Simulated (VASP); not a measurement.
Au: single point with PBE

Au:

```
Au
1.0
     2.87100    0.00000    0.00000
    -1.43550    2.48636    0.00000
     0.00000    0.00000    4.88000
Au
2
Cartesian
  0.0000 1.6576 3.6600
  1.4355 0.8288 1.2200
```

This cell differs from its parent crystal: equal xx and yy strain of -1 %.

```yaml
Program: VASP 6.6.1
Task: single point
Functional: PBE
Potentials_or_basis: VASP PAW PBE potentials, release 64 (Au)
Cutoff: 520 eV
k_mesh: 14 × 14 × 8
Occupations: fermi-dirac, width 0.03 eV
Spin: no spin polarisation
```

The pressure is 5.0 GPa and the band gap on the k mesh is zero (bands 11 and 12 overlap by 6.51 eV).

Stress tensor (GPa, compression positive):
```
5.35 0.00 0.00
0.00 5.35 0.00
0.00 0.00 4.18
```

Levels at points of the mesh, in eV from the Fermi level:
| k point | band 9 | band 10 | band 11 | band 12 | band 13 | band 14 |
| --- | --- | --- | --- | --- | --- | --- |
| (0.00, 0.00, 0.00) | -3.45 | -2.19 | -2.19 | -1.13 | 2.42 | 14.66 |
| (0.50, 0.00, 0.00) | -1.84 | -1.68 | 0.39 | 1.59 | 5.62 | 7.15 |
| (0.00, 0.00, 0.50) | -2.63 | -2.63 | -2.63 | -2.63 | 10.22 | 10.22 |
| (0.50, 0.00, 0.50) | -1.75 | -1.75 | 0.51 | 0.51 | 3.89 | 3.89 |

Wall time 69 s on 1 thread of AMD EPYC 7R13, on a shared host, peak memory 0.17 GiB.

Caveat: the cell differs from its parent crystal (equal xx and yy strain of -1 %); the cell stands under pressure; spin-orbit coupling is left out, which moves the levels of the heavy elements.
